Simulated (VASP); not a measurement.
# MgSc (Pm-3m) in VASP: further runs

Runs on MgSc. Level: LDA. Tasks: single point.

Everything below comes from runs of VASP 6.6.1. Logs are shortened: lines on timing, memory, paths and dates and some standing lists are left out, and cuts for length are marked.

**1. The cell of the first run**

It takes space group Pm-3m (No. 221, cubic). Conventional cell: a = 3.596 Å, b = 3.596 Å, c = 3.596 Å, α = 90.00°, β = 90.00°, γ = 90.00°. Within 4.1 Å of Mg (site symmetry m-3m) lie 8 Sc at 3.11 Å and 6 Mg at 3.60 Å. Within 4.1 Å of Sc (site symmetry m-3m) lie 8 Mg at 3.11 Å and 6 Sc at 3.60 Å.

**2. Single point, LDA**

File INCAR:

```
PREC = Accurate
ENCUT = 520
EDIFF = 1E-6
ISMEAR = 1
SIGMA = 0.05
LREAL = F
LASPH = T
NELM = 60
ALGO = Normal
ISIF = 2
LWAVE = F
LCHARG = T
GGA = CA
LELF = T
LVHAR = T
NBANDS = 14
```

File KPOINTS:

```
regular mesh
0
Gamma
  6 6 6
```

File POSCAR:

```
MgSc
1.0
    3.5964510000      0.0000000000      0.0000000000
    0.0000000000      3.5964510000      0.0000000000
    0.0000000000      0.0000000000      3.5964510000
Mg Sc
1 1
Direct
    0.0000000000      0.0000000000      0.0000000000
    0.5000000000      0.5000000000      0.5000000000
```

Potentials or basis: VASP PAW LDA potentials, release 64 (Mg, Sc_sv).

The run is started by

```sh
cat potpaw_LDA.64/Mg/POTCAR potpaw_LDA.64/Sc_sv/POTCAR > POTCAR
mpirun -np 1 vasp_std > vasp.out
```

OUTCAR:

```text
PREC = Accurate
   ENCUT = 520
   EDIFF = 1E-6
   ISMEAR = 1
   LREAL = F
   LASPH = T
   NELM = 60
   ISIF = 2
   GGA = CA

 ion  position               nearest neighbor table
   1  0.000  0.000  0.000-   2 3.11   2 3.11   2 3.11   2 3.11   2 3.11   2 3.11   2 3.11   2 3.11

   2  0.500  0.500  0.500-   1 3.11   1 3.11   1 3.11   1 3.11   1 3.11   1 3.11   1 3.11   1 3.11

  LATTYP: Found a simple cubic cell.
 ALAT       =     3.5964510000

  Lattice vectors:

 A1 = (   3.5964510000,   0.0000000000,   0.0000000000)
 A2 = (   0.0000000000,   3.5964510000,   0.0000000000)
 A3 = (   0.0000000000,   0.0000000000,   3.5964510000)

Analysis of symmetry for initial positions (statically):
=====================================================================
 Subroutine PRICEL returns:
 Original cell was already a primitive cell.

 Routine SETGRP: Setting up the symmetry group for a
 simple cubic supercell.

 Subroutine GETGRP returns: Found 48 space group operations
 (whereof 48 operations were pure point group operations)
 out of a pool of 48 trial point group operations.

The static configuration has the point symmetry O_h .

Analysis of symmetry for dynamics (positions and initial velocities):
=====================================================================
 Subroutine PRICEL returns:
 Original cell was already a primitive cell.

 Routine SETGRP: Setting up the symmetry group for a
 simple cubic supercell.

 Subroutine GETGRP returns: Found 48 space group operations
 (whereof 48 operations were pure point group operations)
 out of a pool of 48 trial point group operations.

The dynamic configuration has the point symmetry O_h .

 Subroutine INISYM returns: Found 48 space group operations
 (whereof 48 operations are pure point group operations),
 and found     1 'primitive' translations

----------------------------------------------------------------------------------------

                                     Primitive cell

  volume of cell :      46.5182

  direct lattice vectors                    reciprocal lattice vectors
     3.596451000  0.000000000  0.000000000     0.278051891  0.000000000  0.000000000
     0.000000000  3.596451000  0.000000000     0.000000000  0.278051891  0.000000000
     0.000000000  0.000000000  3.596451000     0.000000000  0.000000000  0.278051891

  length of vectors
     3.596451000  3.596451000  3.596451000     0.278051891  0.278051891  0.278051891
[... 85 lines left out ...]
   TEBEG  =    0.0;   TEEND  =   0.0 temperature during run
   PSTRESS=    0.0 pullay stress
   NELECT =      13.0000    total number of electrons
   NUPDOWN=      -1.0000    fix difference up-down
   EMIN   =  10.00;   EMAX   =-10.00  energy-range for DOS
   EFERMI =   0.00;   METHOD = LEGACY
   ISMEAR =     1;   SIGMA  =   0.05  broadening in eV -4-tet -1-fermi 0-gaus
   EFERMI_NEDOS =   21; number of points for ismear=-14 and -15
   IALGO  =     38    algorithm
   IMIX   =      4    mixing-type and parameters
     AMIX     =   0.40;   BMIX     =  1.00
     AMIX_MAG =   1.60;   BMIX_MAG =  1.00
  volume/ion in A,a.u.               =      23.26       156.96
  Fermi-wavevector in a.u.,A,eV,Ry     =   1.070324  2.022618 15.586736  1.145593
  Thomas-Fermi vector in A             =   2.206030
   LORBIT       =      0    0 simple, 1 ext, 2 COOP (PROOUT), +10 PAW based schemes
   GGA     = CA    functional components
   LHFCALC =     F    Hartree Fock is set to
   AEXX    =    0.0000 exact exchange contribution
   IVDW    =     0    specifies the selected vdW correction
   LEPSILON=     F    determine dielectric tensor
   LRPA    =     F    only Hartree local field effects (RPA)
 non-spin polarized calculation
 Methfessel and Paxton  Order N= 1 SIGMA  =   0.05
  energy-cutoff  :      520.00
  volume of cell :       46.52
 maximum number of plane-waves:      1273
 NGX is ok and might be reduce to    28
   NGX = 13   NGY = 13   NGZ = 13

 number of electron      12.9999996 magnetization

 Free energy of the ion-electron system (eV)
  ---------------------------------------------------
  ext. energy  EPLUGINS =         0.00000000
  ---------------------------------------------------
  free energy    TOTEN  =        -8.64804518 eV

  energy without entropy =       -8.64691576  energy(sigma->0) =       -8.64766871

 E-fermi :   2.8591     XC(G=0):  -9.5409

 val. band max:        2.8425124207   @ k =   0.1667   0.1667   0.0000
 cond. band min:       2.8616775215   @ k =   0.1667   0.1667   0.1667
 fundamental gap:      0.0191651008
 Fermi energy:         2.8591460677

 k-point     1 :       0.0000    0.0000    0.0000
  band No.  band energies     occupation
      1     -46.2885      2.00000
      2     -25.2126      2.00000
      3     -25.2126      2.00000
      4     -25.2126      2.00000
      5      -2.9925      2.00000
      6       2.7848      2.05655
      7       2.7848      2.05655
      8       5.2328      0.00000
      9       5.2328      0.00000
     10       5.2328      0.00000
     11       8.1066      0.00000
     12       8.1066      0.00000
     13       8.1066      0.00000
     14      11.4214      0.00000
[... 309 lines left out ...]
      1     -46.2703      2.00000
      2     -25.2787      2.00000
      3     -25.2787      2.00000
      4     -25.2787      2.00000
      5       1.9598      2.00000
      6       1.9598      2.00000
      7       1.9598      2.00000
      8       5.9364      0.00000
      9       5.9364      0.00000
     10       5.9364      0.00000
     11       5.9609      0.00000
     12       5.9609      0.00000
     13       6.0534      0.00000
     14       9.5521      0.00000

------------------------ aborting loop because EDIFF is reached ----------------------------------------

  FORCE on cell =-STRESS in cart. coord.  units (eV):
  Direction    XX          YY          ZZ          XY          YZ          ZX
  --------------------------------------------------------------------------------------
  -------------------------------------------------------------------------------------
  Total       -1.0454880     -1.0454880     -1.0454880     -0.0000000      0.0000000      0.0000000
  in kB      -36.0086808    -36.0086808    -36.0086808     -0.0000000      0.0000000      0.0000000
  external PRESSURE =     -36.0086808 kB  Pullay stress =       0.0000000 kB

 VOLUME and BASIS-vectors are now :
 -----------------------------------------------------------------------------
  energy-cutoff  :      520.00
  volume of cell :       46.52
      direct lattice vectors                 reciprocal lattice vectors
     3.596451000  0.000000000  0.000000000     0.278051891  0.000000000  0.000000000
     0.000000000  3.596451000  0.000000000     0.000000000  0.278051891  0.000000000
     0.000000000  0.000000000  3.596451000     0.000000000  0.000000000  0.278051891

 POSITION                                       TOTAL-FORCE (eV/Angst)
 -----------------------------------------------------------------------------------
      0.00000      0.00000      0.00000         0.000000      0.000000      0.000000
      1.79823      1.79823      1.79823         0.000000      0.000000      0.000000
 -----------------------------------------------------------------------------------
    total drift:                                0.000000      0.000000      0.000000

  FREE ENERGIE OF THE ION-ELECTRON SYSTEM (eV)
  ---------------------------------------------------
  free  energy   TOTEN  =        -8.6480451836 eV

  energy  without entropy=       -8.6469157614  energy(sigma->0) =       -8.64766871
```

OSZICAR:

```text
N       E                     dE             d eps       ncg     rms          rms(c)
DAV:   1     0.124702110517E+03    0.12470E+03   -0.62249E+03   574   0.845E+02
DAV:   2    -0.652583367246E+01   -0.13123E+03   -0.12789E+03   560   0.293E+02
DAV:   3    -0.976337567266E+01   -0.32375E+01   -0.31908E+01   874   0.618E+01
DAV:   4    -0.980384542388E+01   -0.40470E-01   -0.40466E-01   678   0.563E+00
DAV:   5    -0.980437591464E+01   -0.53049E-03   -0.53047E-03   822   0.533E-01    0.546E+00
DAV:   6    -0.869792422042E+01    0.11065E+01   -0.19111E+00   846   0.188E+01    0.114E+00
DAV:   7    -0.866014695160E+01    0.37777E-01   -0.67772E-02   934   0.222E+00    0.622E-01
DAV:   8    -0.864908152793E+01    0.11065E-01   -0.18743E-02   710   0.186E+00    0.210E-01
DAV:   9    -0.864824495311E+01    0.83657E-03   -0.42555E-03   848   0.101E+00    0.681E-02
DAV:  10    -0.864807552835E+01    0.16942E-03   -0.77508E-04   846   0.357E-01    0.305E-02
DAV:  11    -0.864804611893E+01    0.29409E-04   -0.54770E-05   864   0.106E-01    0.601E-03
DAV:  12    -0.864804518365E+01    0.93529E-06   -0.53479E-06   858   0.227E-02
   1 F= -.86480452E+01 E0= -.86476687E+01  d E =-.112942E-02
```

stdout:

```text
POSCAR found type information on POSCAR MgSc
 POSCAR found :  2 types and       2 ions
 scaLAPACK will be used
 LDA part: xc-table for (Slater(with rela. corr.)+CA(PZ))
 , standard interpolation
 POSCAR, INCAR and KPOINTS ok, starting setup
 FFT: planning ... GRIDC
 FFT: planning ... GRID_SOFT
 FFT: planning ... GRID
 WAVECAR not read
 entering main loop
```

Wall time 17 s (1 thread of Intel Xeon 8259CL, shared host); peak memory 0.14 GiB.

What came out:

* Free energy: -8.6480 eV
* Pressure: -3.6 GPa

Levels at points of the mesh, in eV from the Fermi level:
| k point | band 4 | band 5 | band 6 | band 7 | band 8 | band 9 | band 10 | band 11 |
| --- | --- | --- | --- | --- | --- | --- | --- | --- |
| (0.00, 0.00, 0.00) | -28.07 | -5.85 | -0.07 | -0.07 | 2.37 | 2.37 | 2.37 | 5.25 |
| (0.50, 0.00, 0.00) | -28.06 | -2.98 | -2.96 | 0.51 | 1.28 | 1.28 | 2.51 | 3.25 |
| (0.50, 0.50, 0.00) | -28.06 | -2.10 | -0.36 | -0.18 | -0.18 | 1.58 | 1.58 | 3.05 |
| (0.50, 0.50, 0.50) | -28.14 | -0.90 | -0.90 | -0.90 | 3.08 | 3.08 | 3.08 | 3.10 |

**3. Single point, LDA**

File INCAR:

```
PREC     = Accurate       # precision mode
ENCUT    = 520            # plane-wave cutoff, eV
EDIFF    = 1E-6           # SCF threshold, eV
ISMEAR   = 1              # smearing method
SIGMA    = 0.05           # smearing width, eV
LREAL    = False          # projectors in reciprocal space
LASPH    = True           # aspherical terms in the spheres
NELM     = 100            # most SCF steps
ALGO     = Normal         # electronic algorithm
ISIF     = 2              # what is computed and relaxed
LWAVE    = False          # write WAVECAR
LCHARG   = True           # write CHGCAR
LELF     = True           # ELF
LVHAR    = True         
NBANDS   = 14             # bands
```

KPOINTS is that of step 2.

POSCAR is that of step 2.

Potentials or basis: VASP PAW LDA potentials, release 64 (Mg, Sc_sv).

The run is started by

```sh
cat potpaw_LDA.64/Mg/POTCAR potpaw_LDA.64/Sc_sv/POTCAR > POTCAR
mpirun -np 1 vasp_std > vasp.out
```

Wall time 18 s (1 thread of Intel Xeon 8259CL, shared host); peak memory 0.14 GiB.

Results (log left out):

| Property | Result |
| --- | --- |
| Free energy | -8.6480 eV |
| Pressure | -3.6 GPa |

Levels at points of the mesh, in eV from the Fermi level:
```tsv
k point	band 3	band 4	band 5	band 6	band 7	band 8	band 9	band 10	band 11	band 12
(0.00, 0.00, 0.00)	-28.07	-28.07	-5.85	-0.07	-0.07	2.37	2.37	2.37	5.25	5.25
(0.50, 0.00, 0.00)	-28.06	-28.06	-2.98	-2.96	0.51	1.28	1.28	2.51	3.25	6.99
(0.50, 0.50, 0.00)	-28.15	-28.06	-2.10	-0.36	-0.18	-0.18	1.58	1.58	3.05	4.26
(0.50, 0.50, 0.50)	-28.14	-28.14	-0.90	-0.90	-0.90	3.08	3.08	3.08	3.10	3.10
```
